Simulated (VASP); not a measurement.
# GaN (rocksalt type) (Fm-3m) in VASP: further runs, part 3 of 3

VASP 6.6.1. Earlier steps stand in the parts before.

## Step 5: Single point, r2SCAN (8.81 Å³/atom)

This run uses another cell than the first one, of 8.81 Å³/atom.

POSCAR reads:

```
GaN
1.0
    0.0000000000      2.0655574842      2.0655574842
    2.0655574842      0.0000000000      2.0655574842
    2.0655574842      2.0655574842      0.0000000000
Ga N
1 1
Direct
    0.0000000000      0.0000000000      0.0000000000
    0.5000000000      0.5000000000      0.5000000000
```

INCAR.step1 reads:

```
SYSTEM = GaN
ALGO     = Normal         ! electronic algorithm
EDIFF    = 1E-4           ! SCF threshold, eV
ENCUT    = 520            ! plane-wave cutoff, eV
GGA      = PE             ! functional
ISMEAR   = -1             ! smearing method
LASPH    = .True.         ! aspherical terms in the spheres
LCHARG   = .False.        ! write CHGCAR
LREAL    = .False.        ! projectors in reciprocal space
LWAVE    = .True.         ! write WAVECAR
NBANDS   = 16             ! bands
NELM     = 80             ! most SCF steps
PREC     = Accurate       ! precision mode
SIGMA    = 0.1            ! smearing width, eV
```

INCAR.step2 reads:

```
SYSTEM = GaN
ALGO     = Normal         ! electronic algorithm
EDIFF    = 1E-7           ! SCF threshold, eV
ENCUT    = 520            ! plane-wave cutoff, eV
ISIF     = 2              ! what is computed and relaxed
ISMEAR   = -1             ! smearing method
ISTART   = 1            
LASPH    = .True.         ! aspherical terms in the spheres
LCHARG   = .False.        ! write CHGCAR
LMIXTAU  = .True.       
LREAL    = .False.        ! projectors in reciprocal space
LWAVE    = .False.        ! write WAVECAR
METAGGA  = R2SCAN         ! meta-GGA
NBANDS   = 16             ! bands
NELM     = 80             ! most SCF steps
PREC     = Accurate       ! precision mode
SIGMA    = 0.1            ! smearing width, eV
```

KPOINTS reads:

```
k-points
0
Gamma
  15 15 15
  0 0 0
```

Potentials or basis: VASP PAW PBE potentials, release 64 (Ga_d, N).

The run is started by

```console
$ cat potpaw_PBE.64/Ga_d/POTCAR potpaw_PBE.64/N/POTCAR > POTCAR
$ cp INCAR.step1 INCAR
$ mpirun -np 1 vasp_std > vasp.out
$ cp INCAR.step2 INCAR
$ mpirun -np 1 vasp_std > vasp.out
```

OUTCAR:

```text
SYSTEM = GaN
   EDIFF = 1E-7
   ENCUT = 520
   ISIF = 2
   ISMEAR = -1
   ISTART = 1
   LASPH = .True.
   LREAL = .False.
   METAGGA = R2SCAN
   NELM = 80
   PREC = Accurate

 ion  position               nearest neighbor table
   1  0.000  0.000  0.000-   2 2.07   2 2.07   2 2.07   2 2.07   2 2.07   2 2.07
   2  0.500  0.500  0.500-   1 2.07   1 2.07   1 2.07   1 2.07   1 2.07   1 2.07

  LATTYP: Found a face centered cubic cell.
 ALAT       =     4.1311149684

  Lattice vectors:

 A1 = (   0.0000000000,   2.0655574842,   2.0655574842)
 A2 = (   2.0655574842,   0.0000000000,   2.0655574842)
 A3 = (   2.0655574842,   2.0655574842,   0.0000000000)

Analysis of symmetry for initial positions (statically):
=====================================================================
 Subroutine PRICEL returns:
 Original cell was already a primitive cell.

 Routine SETGRP: Setting up the symmetry group for a
 face centered cubic supercell.

 Subroutine GETGRP returns: Found 48 space group operations
 (whereof 48 operations were pure point group operations)
 out of a pool of 48 trial point group operations.

The static configuration has the point symmetry O_h .

Analysis of symmetry for dynamics (positions and initial velocities):
=====================================================================
 Subroutine PRICEL returns:
 Original cell was already a primitive cell.

 Routine SETGRP: Setting up the symmetry group for a
 face centered cubic supercell.

 Subroutine GETGRP returns: Found 48 space group operations
 (whereof 48 operations were pure point group operations)
 out of a pool of 48 trial point group operations.

The dynamic configuration has the point symmetry O_h .

 Subroutine INISYM returns: Found 48 space group operations
 (whereof 48 operations are pure point group operations),
 and found     1 'primitive' translations

----------------------------------------------------------------------------------------

                                     Primitive cell

[... 111 lines left out ...]
  volume/ion in A,a.u.               =       8.81        59.47
  Fermi-wavevector in a.u.,A,eV,Ry     =   1.648612  3.115424 36.979555  2.717921
  Thomas-Fermi vector in A             =   2.737872
   LORBIT       =      0    0 simple, 1 ext, 2 COOP (PROOUT), +10 PAW based schemes
   METAGGA = R2SCAN    functional components
   LHFCALC =     F    Hartree Fock is set to
   AEXX    =    0.0000 exact exchange contribution
   IVDW    =     0    specifies the selected vdW correction
   LEPSILON=     F    determine dielectric tensor
   LRPA    =     F    only Hartree local field effects (RPA)
 non-spin polarized calculation
  energy-cutoff  :      520.00
  volume of cell :       17.63
 maximum number of plane-waves:       495
 NGX is ok and might be reduce to    24
   NGX = 11   NGY = 11   NGZ = 11

 number of electron      17.9999993 magnetization

 Free energy of the ion-electron system (eV)
  ---------------------------------------------------
  ext. energy  EPLUGINS =         0.00000000
  ---------------------------------------------------
  free energy    TOTEN  =       -20.90751673 eV

  energy without entropy =      -20.90750876  energy(sigma->0) =      -20.90751275

 E-fermi :   9.5078     XC(G=0): -14.6232

 val. band max:        8.5329868609   @ k =  -0.2000   0.1333   0.0000
 cond. band min:      10.2034095727   @ k =   0.4667   0.4667   0.0000
 fundamental gap:      1.6704227118
 Fermi energy:         9.5078106710

 k-point     1 :       0.0000    0.0000    0.0000
  band No.  band energies     occupation
      1     -10.2397      2.00000
      2      -5.8094      2.00000
      3      -5.8094      2.00000
      4      -5.8094      2.00000
      5      -5.7261      2.00000
      6      -5.7261      2.00000
[... 433 lines left out ...]
      3      -5.8600      2.00000
      4      -5.7644      2.00000
      5      -5.7333      2.00000
      6      -5.6821      2.00000
[... 8 lines left out ...]
     15      29.7413      0.00000
     16      30.1146      0.00000

 [... further k-points ...]

------------------------ aborting loop because EDIFF is reached ----------------------------------------

  FORCE on cell =-STRESS in cart. coord.  units (eV):
  Direction    XX          YY          ZZ          XY          YZ          ZX
  --------------------------------------------------------------------------------------
  -------------------------------------------------------------------------------------
  Total        2.0810989      2.0810989      2.0810989     -0.0000000     -0.0000000      0.0000000
  in kB      189.1740043    189.1740043    189.1740043     -0.0000000     -0.0000000      0.0000000
  external PRESSURE =     189.1740043 kB  Pullay stress =       0.0000000 kB

 VOLUME and BASIS-vectors are now :
 -----------------------------------------------------------------------------
  energy-cutoff  :      520.00
  volume of cell :       17.63
      direct lattice vectors                 reciprocal lattice vectors
     0.000000000  2.065557484  2.065557484    -0.242065401  0.242065401  0.242065401
     2.065557484  0.000000000  2.065557484     0.242065401 -0.242065401  0.242065401
     2.065557484  2.065557484  0.000000000     0.242065401  0.242065401 -0.242065401

 POSITION                                       TOTAL-FORCE (eV/Angst)
 -----------------------------------------------------------------------------------
      0.00000      0.00000      0.00000         0.000000      0.000000      0.000000
      2.06556      2.06556      2.06556         0.000000      0.000000      0.000000
 -----------------------------------------------------------------------------------
    total drift:                                0.000000     -0.000000     -0.000000

  FREE ENERGIE OF THE ION-ELECTRON SYSTEM (eV)
  ---------------------------------------------------
  free  energy   TOTEN  =       -20.9075167294 eV

  energy  without entropy=      -20.9075087618  energy(sigma->0) =      -20.90751275
```

OUTCAR.step1:

```text
SYSTEM = GaN
   EDIFF = 1E-4
   ENCUT = 520
   GGA = PE
   ISMEAR = -1
   LASPH = .True.
   LREAL = .False.
[... 676 lines left out ...]
      0.00000      0.00000      0.00000        -0.000000      0.000000      0.000000
      2.06556      2.06556      2.06556         0.000000      0.000000     -0.000000
 -----------------------------------------------------------------------------------
    total drift:                                0.000000     -0.000000     -0.000000

  FREE ENERGIE OF THE ION-ELECTRON SYSTEM (eV)
  ---------------------------------------------------
  free  energy   TOTEN  =       -11.0624792656 eV

  energy  without entropy=      -11.0623926437  energy(sigma->0) =      -11.06243595
```

OSZICAR.step1:

```text
N       E                     dE             d eps       ncg     rms          rms(c)
DAV:   1     0.734645914045E+02    0.73465E+02   -0.93281E+03  4520   0.215E+03
DAV:   2    -0.888796353677E+01   -0.82353E+02   -0.76827E+02  4416   0.322E+02
DAV:   3    -0.129378080774E+02   -0.40498E+01   -0.40376E+01  4400   0.620E+01
DAV:   4    -0.129720699113E+02   -0.34262E-01   -0.34259E-01  4824   0.596E+00
DAV:   5    -0.129724399725E+02   -0.37006E-03   -0.37006E-03  4576   0.571E-01    0.757E+00
DAV:   6    -0.110852596702E+02    0.18872E+01   -0.42064E+00  5592   0.424E+01    0.241E+00
DAV:   7    -0.110769186475E+02    0.83410E-02   -0.26206E-01  4568   0.520E+00    0.160E+00
DAV:   8    -0.110641808740E+02    0.12738E-01   -0.26212E-02  4608   0.238E+00    0.452E-01
DAV:   9    -0.110625157235E+02    0.16652E-02   -0.65012E-03  4816   0.223E+00    0.105E-01
DAV:  10    -0.110624792656E+02    0.36458E-04   -0.51494E-04  4456   0.303E-01
   1 F= -.11062479E+02 E0= -.11062436E+02  d E =-.866219E-04
```

Wall time 3.1 min (1 thread of Intel Xeon 8259CL, shared host); peak memory 0.17 GiB.

What came out:

- Free energy: -20.9075 eV
- Pressure: 18.9 GPa
- Band gap on the k mesh: 1.67 eV (least direct gap 4.26 eV)

Levels at points of the mesh, in eV from the valence-band top:
```csv
k point,band 6,band 7,band 8,band 9,band 10,band 11,band 12,band 13
"(0.00, 0.00, 0.00)",-14.26,-0.60,-0.60,-0.60,3.66,15.88,15.88,15.88
```

Caveat: the cell stands under pressure; the PAW data sets were made with another functional, which shifts forces and pressure a little; an odd mesh through Γ misses points on the zone boundary, where band edges can lie.

## Step 6: Single point, r2SCAN

This run uses another cell than the first one, of 9.38 Å³/atom.

POSCAR reads:

```
GaN
1.0
    0.0000000000      2.1086022615      2.1086022615
    2.1086022615      0.0000000000      2.1086022615
    2.1086022615      2.1086022615      0.0000000000
Ga N
1 1
Direct
    0.0000000000      0.0000000000      0.0000000000
    0.5000000000      0.5000000000      0.5000000000
```

INCAR.step1 reads:

```
SYSTEM = GaN
PREC     = Accurate       ! precision mode
ENCUT    = 520            ! plane-wave cutoff, eV
ISMEAR   = -1             ! smearing method
SIGMA    = 0.1            ! smearing width, eV
LREAL    = .FALSE.        ! projectors in reciprocal space
LASPH    = .TRUE.         ! aspherical terms in the spheres
NELM     = 80             ! most SCF steps
NBANDS   = 16             ! bands
GGA      = PE             ! functional
ALGO     = Normal         ! electronic algorithm
EDIFF    = 1E-4           ! SCF threshold, eV
LWAVE    = .TRUE.         ! write WAVECAR
LCHARG   = .FALSE.        ! write CHGCAR
```

INCAR.step2 reads:

```
SYSTEM = GaN
PREC     = Accurate       ! precision mode
ENCUT    = 520            ! plane-wave cutoff, eV
EDIFF    = 1E-6           ! SCF threshold, eV
ISMEAR   = -1             ! smearing method
SIGMA    = 0.1            ! smearing width, eV
LREAL    = .FALSE.        ! projectors in reciprocal space
LASPH    = .TRUE.         ! aspherical terms in the spheres
NELM     = 80             ! most SCF steps
ALGO     = Normal         ! electronic algorithm
ISIF     = 2              ! what is computed and relaxed
LWAVE    = .FALSE.        ! write WAVECAR
LCHARG   = .TRUE.         ! write CHGCAR
METAGGA  = R2SCAN         ! meta-GGA
LMIXTAU  = .TRUE.       
LELF     = .TRUE.         ! ELF
LVHAR    = .TRUE.       
NBANDS   = 16             ! bands
ISTART   = 1
```

KPOINTS reads:

```
Automatic mesh
0
G
  15 15 15
  0 0 0
```

Potentials or basis: VASP PAW PBE potentials, release 64 (Ga_d, N).

The run is started by

```console
$ cat potpaw_PBE.64/Ga_d/POTCAR potpaw_PBE.64/N/POTCAR > POTCAR
$ cp INCAR.step1 INCAR
$ mpirun -np 1 vasp_std > vasp.out
$ cp INCAR.step2 INCAR
$ mpirun -np 1 vasp_std > vasp.out
```

Run time: 2.9 min. Hardware: 1 thread of Intel Xeon 8259CL, shared host; peak memory 0.17 GiB.

The run converged. Its results:

```
Free energy            : -20.9763 eV
Pressure               : 1.3 GPa
Band gap on the k mesh : 1.24 eV (least direct gap 3.41 eV)
```

Levels at points of the mesh, in eV from the valence-band top:
| k point | band 7 | band 8 | band 9 | band 10 | band 11 | band 12 |
| --- | --- | --- | --- | --- | --- | --- |
| (0.00, 0.00, 0.00) | -0.53 | -0.53 | -0.53 | 2.88 | 15.50 | 15.50 |

Caveat: the PAW data sets were made with another functional, which shifts forces and pressure a little; an odd mesh through Γ misses points on the zone boundary, where band edges can lie.

## Step 7: Overview

| cell | gap on the mesh (eV) | pressure (GPa) |
| --- | --- | --- |
| a = 2.768 Å, angles 60.0°, 2 atoms | 2.89 | 92.5 |
| a = 2.858 Å, angles 60.0°, 2 atoms | 2.16 | 43.5 |
| a = 2.921 Å, angles 60.0°, 2 atoms | 1.67 | 18.9 |
| a = 2.982 Å, angles 60.0°, 2 atoms | 1.24 | 1.3 |

Alike in all rows: task single point; level r2SCAN; potentials or basis VASP PAW PBE potentials, release 64 (Ga_d, N); no spin polarisation; k mesh 15 × 15 × 15; cutoff (eV) 520; smearing fermi-dirac 0.1 eV.

Caveats: the PAW data sets were made with another functional, which shifts forces and pressure a little; an odd mesh through Γ misses points on the zone boundary, where band edges can lie; the cell stands under pressure (at least some runs).

Absolute energies hang on the potentials; compare differences alone.
